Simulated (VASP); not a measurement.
# Si62P (a cell with a defect) in VASP: further runs, part 2 of 2

VASP 6.6.1. The steps go on from the part before.

### Step 3. Single point, PBE, collinear spin

File INCAR:

```
  PREC = Accurate
  ENCUT = 520
  EDIFF = 1E-6
  ISMEAR = 0
  SIGMA = 0.02
  LREAL = Auto
  LASPH = True
  NELM = 150
  ALGO = Normal
  ISIF = 2
  LWAVE = False
  LCHARG = False
  ISPIN = 2
  MAGMOM = 0 0 0 0 0 0 0 0 0 0 0 0 0 0 0 0 0 0 0 0 0 0 0 0 0 0 0 0 0 0 0 0 0 0 0 0 0 0 0 0 0 0 0 0 0 0 0 0 0 0 0 0 0 0 0 0 0 0 0 0 0 0 1
  LORBIT = 11
  GGA = PE
  NBANDS = 168
  NELECT = 251.0
  LUSENCCL = False
```

File KPOINTS:

```
regular mesh
0
Gamma
  1 1 1
```

File POSCAR:

```
Si62P
1.0
   10.8600000000      0.0000000000      0.0000000000
    0.0000000000     10.8600000000      0.0000000000
    0.0000000000      0.0000000000     10.8600000000
Si P
62 1
Direct
    0.5002709129     -0.0002709129      0.0000767097
    0.6261250713      0.1271672856      0.1252667207
    0.7538035665      0.2543219111     -0.0012352878
    0.8745617819      0.3816087848      0.1254382181
    0.7490836745      0.0021622388      0.2509163255
    0.8747332793      0.1271672856      0.3738749287
   -0.0000872570     -0.0000790544      0.0000872570
    0.1247843780      0.1272261490      0.1211785722
    0.2486415206      0.2513584794     -0.0074274459
    0.3727738510      0.3752156220      0.1211785722
    0.5000790544      0.5000872570      0.0000872570
    0.6226279409      0.6259164018      0.1259164018
    0.7494502664      0.7505497336      0.0036997051
    0.8740835982      0.8773720591      0.1259164018
    0.2486856447      0.0012716087      0.2481998589
    0.3759427031      0.1240572969      0.3731130391
    0.4987283913      0.2513143553      0.2481998589
    0.6255301048      0.3738049598      0.3744698952
    0.7494502664      0.5036997051      0.2505497336
    0.8740835982      0.6259164018      0.3773720591
    0.5000740694     -0.0000740694      0.4999259306
    0.6268869609      0.1240572969      0.6240572969
    0.7518001411      0.2513143553      0.5012716087
    0.8788214278      0.3752156220      0.6272261490
    0.7518001411      0.0012716087      0.7513143553
    0.8788214278      0.1272261490      0.8752156220
    0.1183912152      0.6254382181      0.1254382181
    0.2456780889      0.7461964335     -0.0012352878
    0.3728327144      0.8738749287      0.1252667207
    0.0012352878      0.2543219111      0.2461964335
    0.1251965005      0.3748034995      0.3748808615
    0.2456780889      0.4987647122      0.2461964335
    0.3728327144      0.6252667207      0.3738749287
    0.4978377612      0.7509163255      0.2509163255
    0.6248115006      0.8751884994      0.3751884994
   -0.0000767097     -0.0002709129      0.4997290871
    0.1282774577      0.1234786790      0.6234786790
    0.2510428644      0.2489571356      0.4981060495
    0.3765213210      0.3717225423      0.6234786790
    0.5002709129      0.5000767097      0.4997290871
    0.6261250713      0.6252667207      0.6271672856
    0.7490836745      0.7509163255      0.5021622388
    0.8747332793      0.8738749287      0.6271672856
    0.2510428644     -0.0018939505      0.7489571356
    0.3765213210      0.1234786790      0.8717225423
    0.5018939505      0.2489571356      0.7489571356
    0.6251191385      0.3748034995      0.8748034995
    0.7538035665      0.4987647122      0.7543219111
    0.8745617819      0.6254382181      0.8816087848
   -0.0036997051      0.7505497336      0.2505497336
    0.1261950402      0.8744698952      0.3744698952
   -0.0000872570      0.5000872570      0.4999209456
    0.1247843780      0.6211785722      0.6272261490
    0.2486856447      0.7481998589      0.5012716087
    0.3759427031      0.8731130391      0.6240572969
    0.0074274459      0.2513584794      0.7513584794
    0.2486415206      0.4925725541      0.7513584794
    0.3727738510      0.6211785722      0.8752156220
    0.4987283913      0.7481998589      0.7513143553
    0.6255301048      0.8744698952      0.8738049598
    0.0012352878      0.7461964335      0.7543219111
    0.1251965005      0.8748808615      0.8748034995
    0.1236752125      0.3763247875     -0.1236752125
```

Potentials or basis: VASP PAW PBE potentials, release 64 (Si, P).

Started as:

```bash
$ cat potpaw_PBE.64/Si/POTCAR potpaw_PBE.64/P/POTCAR > POTCAR
$ mpirun -np 1 vasp_gam > vasp.out
```

OUTCAR:

```text
PREC = Accurate
   ENCUT = 520
   EDIFF = 1E-6
   ISMEAR = 0
   LREAL = Auto
   LASPH = True
   NELM = 150
   ISIF = 2
   ISPIN = 2
   LORBIT = 11
   GGA = PE
   NELECT = 251.0

 ion  position               nearest neighbor table
   1  0.500  1.000  0.000-  45 2.36  60 2.36   2 2.37  29 2.37
   2  0.626  0.127  0.125-   5 2.34  17 2.35   1 2.37   3 2.39
   3  0.754  0.254  0.999-  47 2.34   4 2.35  26 2.36   2 2.39
   4  0.875  0.382  0.125-  19 2.33   3 2.35  30 2.35
   5  0.749  0.002  0.251-   2 2.34   6 2.34  14 2.35  35 2.35
   6  0.875  0.127  0.374-   5 2.34  23 2.35  36 2.37  30 2.39
   7  1.000  1.000  0.000-   8 2.34  26 2.34  14 2.35  62 2.36
   8  0.125  0.127  0.121-   7 2.34  30 2.36   9 2.36  15 2.36
   9  0.249  0.251  0.993-  63 2.30  10 2.36   8 2.36  45 2.36
  10  0.373  0.375  0.121-  11 2.34  32 2.36   9 2.36  17 2.36
[... 39 lines left out ...]
  50  0.996  0.751  0.251-  27 2.33  20 2.34  14 2.34  51 2.37
  51  0.126  0.874  0.374-  15 2.36  54 2.36  36 2.36  50 2.37
  52  1.000  0.500  0.500-  24 2.34  53 2.34  20 2.35  31 2.36
  53  0.125  0.621  0.627-  52 2.34  61 2.36  57 2.36  54 2.36
  54  0.249  0.748  0.501-  33 2.35  55 2.35  51 2.36  53 2.36
  55  0.376  0.873  0.624-  44 2.35  54 2.35  59 2.35  21 2.35
  56  0.007  0.251  0.751-  63 2.30  26 2.36  24 2.36  37 2.36
  57  0.249  0.493  0.751-  63 2.30  58 2.36  53 2.36  39 2.36
  58  0.373  0.621  0.875-  11 2.34  28 2.36  57 2.36  59 2.36
  59  0.499  0.748  0.751-  41 2.35  55 2.35  60 2.36  58 2.36
  60  0.626  0.874  0.874-  25 2.36  59 2.36   1 2.36  13 2.37
  61  0.001  0.746  0.754-  62 2.34  49 2.35  53 2.36  43 2.39
  62  0.125  0.875  0.875-  28 2.34  61 2.34  44 2.35   7 2.36
  63  0.124  0.376  0.876-   9 2.30  56 2.30  57 2.30

  LATTYP: Found a simple cubic cell.
 ALAT       =    10.8600000000

  Lattice vectors:

 A1 = (  10.8600000000,   0.0000000000,   0.0000000000)
 A2 = (   0.0000000000,  10.8600000000,   0.0000000000)
 A3 = (   0.0000000000,   0.0000000000,  10.8600000000)

Analysis of symmetry for initial positions (statically):
=====================================================================
 Subroutine PRICEL returns:
 Original cell was already a primitive cell.

 Routine SETGRP: Setting up the symmetry group for a
 simple cubic supercell.

 Subroutine GETGRP returns: Found  6 space group operations
 (whereof  2 operations were pure point group operations)
 out of a pool of 48 trial point group operations.

The static configuration has the point symmetry C_1h.
 The point group associated with its full space group is C_3v.

Analysis of symmetry for dynamics (positions and initial velocities):
=====================================================================
 Subroutine PRICEL returns:
 Original cell was already a primitive cell.

 Routine SETGRP: Setting up the symmetry group for a
 simple cubic supercell.

 Subroutine GETGRP returns: Found  6 space group operations
 (whereof  2 operations were pure point group operations)
 out of a pool of 48 trial point group operations.

The dynamic configuration has the point symmetry C_1h.
 The point group associated with its full space group is C_3v.

Analysis of structural, dynamic, and magnetic symmetry:
=====================================================================
 Subroutine PRICEL returns:
 Original cell was already a primitive cell.

 Routine SETGRP: Setting up the symmetry group for a
 simple cubic supercell.

[... 217 lines left out ...]
   EFERMI =   0.00;   METHOD = LEGACY
   ISMEAR =     0;   SIGMA  =   0.02  broadening in eV -4-tet -1-fermi 0-gaus
   EFERMI_NEDOS =   21; number of points for ismear=-14 and -15
   IALGO  =     38    algorithm
   IMIX   =      4    mixing-type and parameters
     AMIX     =   0.40;   BMIX     =  1.00
     AMIX_MAG =   1.60;   BMIX_MAG =  1.00
  volume/ion in A,a.u.               =      20.33       137.20
  Fermi-wavevector in a.u.,A,eV,Ry     =   0.950903  1.796946 12.302614  0.904217
  Thomas-Fermi vector in A             =   2.079323
   LORBIT       =     11    0 simple, 1 ext, 2 COOP (PROOUT), +10 PAW based schemes
   GGA     = PE    functional components
   LHFCALC =     F    Hartree Fock is set to
   AEXX    =    0.0000 exact exchange contribution
   IVDW    =     0    specifies the selected vdW correction
   LEPSILON=     F    determine dielectric tensor
   LRPA    =     F    only Hartree local field effects (RPA)
 spin polarized calculation
 Gauss-broadening in eV      SIGMA  =   0.02
  energy-cutoff  :      520.00
  volume of cell :     1280.82
 maximum number of plane-waves:     17229
 NGX is ok and might be reduce to    84
   NGX = 41   NGY = 41   NGZ = 41

 number of electron     250.9999990 magnetization       0.9978788

 Free energy of the ion-electron system (eV)
  ---------------------------------------------------
  ext. energy  EPLUGINS =         0.00000000
  ---------------------------------------------------
  free energy    TOTEN  =      -344.97080942 eV

  energy without entropy =     -344.97070876  energy(sigma->0) =     -344.97075909

 E-fermi :   5.8578     XC(G=0):  -9.3002

 val. band max:        5.8143784792   @ k =   0.0000   0.0000   0.0000
 cond. band min:       5.9012743934   @ k =   0.0000   0.0000   0.0000
 fundamental gap:      0.0868959142
 Fermi energy:         5.8578264362

 spin component 1

 k-point     1 :       0.0000    0.0000    0.0000
  band No.  band energies     occupation
      1      -6.3589      1.00000
      2      -5.8080      1.00000
      3      -5.1516      1.00000
      4      -5.1516      1.00000
      5      -5.1470      1.00000
      6      -5.1470      1.00000
[... 129 lines left out ...]
    136       6.8668      0.00000
    137       6.8668      0.00000
 Fermi energy:         5.8578264362

 spin component 2

 k-point     1 :       0.0000    0.0000    0.0000
  band No.  band energies     occupation
      1      -6.3307      1.00000
      2      -5.7697      1.00000
      3      -5.1374      1.00000
      4      -5.1374      1.00000
      5      -5.1331      1.00000
      6      -5.1331      1.00000
[... 129 lines left out ...]
    136       6.8745      0.00000
    137       6.8745      0.00000
 [bands above 137 left out]

------------------------ aborting loop because EDIFF is reached ----------------------------------------

  FORCE on cell =-STRESS in cart. coord.  units (eV):
  Direction    XX          YY          ZZ          XY          YZ          ZX
  --------------------------------------------------------------------------------------
  -------------------------------------------------------------------------------------
  Total       -4.1028922     -4.1028922     -4.1028922     -2.9594252      2.9594252     -2.9594252
  in kB       -5.1322903     -5.1322903     -5.1322903     -3.7019323      3.7019323     -3.7019323
  external PRESSURE =      -5.1322903 kB  Pullay stress =       0.0000000 kB

 VOLUME and BASIS-vectors are now :
 -----------------------------------------------------------------------------
  energy-cutoff  :      520.00
  volume of cell :     1280.82
      direct lattice vectors                 reciprocal lattice vectors
    10.860000000  0.000000000  0.000000000     0.092081031  0.000000000  0.000000000
     0.000000000 10.860000000  0.000000000     0.000000000  0.092081031  0.000000000
     0.000000000  0.000000000 10.860000000     0.000000000  0.000000000  0.092081031

 POSITION                                       TOTAL-FORCE (eV/Angst)
 -----------------------------------------------------------------------------------
      5.43294     10.85706      0.00083         0.004097     -0.004097     -0.007152
      6.79972      1.38104      1.36040         0.004837      0.001804      0.002142
      8.18631      2.76194     10.84658        -0.006164     -0.008806     -0.003430
      9.49774      4.14427      1.36226         0.007243      0.013976     -0.007243
      8.13505      0.02348      2.72495         0.001262     -0.002630     -0.001262
      9.49960      1.38104      4.06028        -0.002142      0.001804     -0.004837
[... 55 lines left out ...]
      1.35963      9.50121      9.50037        -0.000387      0.000424      0.000387
      1.34311      4.08689      9.51689         0.016209     -0.016209     -0.016209
 -----------------------------------------------------------------------------------
    total drift:                               -0.008916      0.008916      0.008916

  FREE ENERGIE OF THE ION-ELECTRON SYSTEM (eV)
  ---------------------------------------------------
  free  energy   TOTEN  =      -344.9708094248 eV

  energy  without entropy=     -344.9707087586  energy(sigma->0) =     -344.97075909

 total charge

# of ion       s       p       d       tot
------------------------------------------
    1        0.747   0.931   0.000   1.678
    2        0.745   0.930   0.000   1.675
    3        0.742   0.935   0.000   1.677
    4        0.781   0.845   0.000   1.626
    5        0.738   0.955   0.000   1.693
    6        0.745   0.930   0.000   1.675
[... 55 lines left out ...]
   62        0.738   0.956   0.000   1.695
   63        1.046   1.454   0.000   2.500
--------------------------------------------------
tot         47.049  59.718   0.000 106.767

 magnetization (x)

# of ion       s       p       d       tot
------------------------------------------
    1        0.000   0.008   0.000   0.008
    2        0.000   0.006   0.000   0.006
    3       -0.000   0.003   0.000   0.003
    4        0.002   0.017   0.000   0.019
    5        0.000   0.005   0.000   0.005
    6        0.000   0.006   0.000   0.006
[... 55 lines left out ...]
   62        0.000   0.003   0.000   0.003
   63        0.009   0.054   0.000   0.063
--------------------------------------------------
tot          0.022   0.434   0.000   0.456
```

Wall time 2.4 min (1 × NVIDIA H100 80GB with 1 thread of AMD EPYC 7R13 (Zen 3), shared host); peak memory 2 GiB.

Results:

| Quantity | Value |
| --- | --- |
| Free energy | -344.9708 eV |
| Largest force | 0.028 eV/Å |
| Net moment | 1.00 μB per cell |
| Site moments | Si +0.01, +0.00, +0.02 (each value once); P +0.06 μB |
| Valence electrons inside the program's atomic spheres | Si 1.68, 1.63, 1.69, 1.70, 1.66 (each value once); P 2.50 |

Forces on the atoms (eV/Å):
```
Si   0.004 -0.004 -0.007
Si   0.005  0.002  0.002
Si  -0.006 -0.009 -0.003
Si   0.007  0.014 -0.007
Si   0.001 -0.003 -0.001
Si  -0.002  0.002 -0.005
Si  -0.004 -0.002  0.004
Si  -0.002 -0.001  0.003
Si  -0.004  0.004  0.001
Si   0.001  0.002  0.003
Si   0.002  0.004  0.004
Si  -0.002  0.002  0.002
Si  -0.009  0.009  0.000
Si  -0.002  0.002  0.002
Si   0.000  0.004  0.002
Si   0.000  0.000  0.002
Si  -0.004  0.000  0.002
Si   0.003  0.001 -0.003
Si  -0.009  0.000  0.009
Si  -0.002  0.002  0.002
Si   0.008 -0.008 -0.008
Si  -0.002  0.000  0.000
Si  -0.002  0.000  0.004
Si  -0.003  0.002 -0.001
Si  -0.002  0.004  0.000
Si  -0.003 -0.001  0.002
Si  -0.014 -0.007 -0.007
Si   0.009  0.006 -0.003
Si  -0.002 -0.005  0.002
Si   0.003 -0.009  0.006
Si   0.000  0.000  0.000
Si   0.009 -0.003  0.006
Si  -0.002  0.002 -0.005
Si   0.003 -0.001 -0.001
Si   0.001 -0.001 -0.001
Si   0.007 -0.004 -0.004
Si  -0.008  0.000  0.000
Si   0.000  0.000 -0.003
Si   0.000  0.008  0.000
Si   0.004 -0.007 -0.004
Si   0.005  0.002  0.002
Si   0.001 -0.001 -0.003
Si  -0.002 -0.005  0.002
Si   0.000 -0.003  0.000
Si   0.000  0.000  0.008
Si   0.003  0.000  0.000
Si   0.000  0.000  0.000
Si  -0.006 -0.003 -0.009
Si   0.007 -0.007  0.014
Si   0.000  0.009  0.009
Si  -0.001 -0.003 -0.003
Si  -0.004  0.004 -0.002
Si  -0.002  0.003 -0.001
Si   0.000  0.002  0.004
Si   0.000  0.002  0.000
Si  -0.001  0.004  0.004
Si  -0.004  0.001  0.004
Si   0.001  0.003  0.002
Si  -0.004  0.002  0.000
Si   0.003 -0.003  0.001
Si   0.003  0.006 -0.009
Si   0.000  0.000  0.000
P    0.016 -0.016 -0.016
```

Caveat: the k points lie up to 0.58 Å⁻¹ apart; the cell carries a net charge on a neutralising background, which shifts energy and pressure; the cell is charged against a uniform background, so pressure and absolute levels hang on convention.
